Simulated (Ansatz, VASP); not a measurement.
# One calculation of Bi3O, two programs

```
Bi O
1.0
    -2.23712    2.23712    5.05972
     2.23712   -2.23712    5.05972
     2.23712    2.23712   -5.05972
Bi O
3 1
Direct
  0.50000 0.50000 0.00000
  0.25000 0.75000 0.50000
  0.75000 0.25000 0.50000
  0.00000 0.00000 0.00000
```

Alike in both runs: functional PBE; k mesh 14 × 14 × 14; occupations gaussian, width 0.1 eV; no spin polarisation.

Ansatz relaxed the structure, and its values are those at the end. VASP's run is a single point on that final structure, the one shown.

|  | VASP | Ansatz |
| --- | --- | --- |
| version | VASP 6.6.1 | Ansatz 0.2.0 |
| potentials or method | VASP PAW PBE potentials, release 64 (Bi_d, O), cutoff 520 eV | scalar-relativistic, plane waves, PAW |
| valence electrons in the cell | 51 | 51 |

VASP gave:

* gap on the k mesh at the Fermi level (eV): none
* pressure (GPa): -0.1

**Question.** Which values does Ansatz return?

**Answer.** gap on the k mesh at the Fermi level (eV): none; pressure (GPa): 0.0.

A gap of «none» marks a metal or a gap that the smearing closes.

Spin-orbit coupling is off throughout.
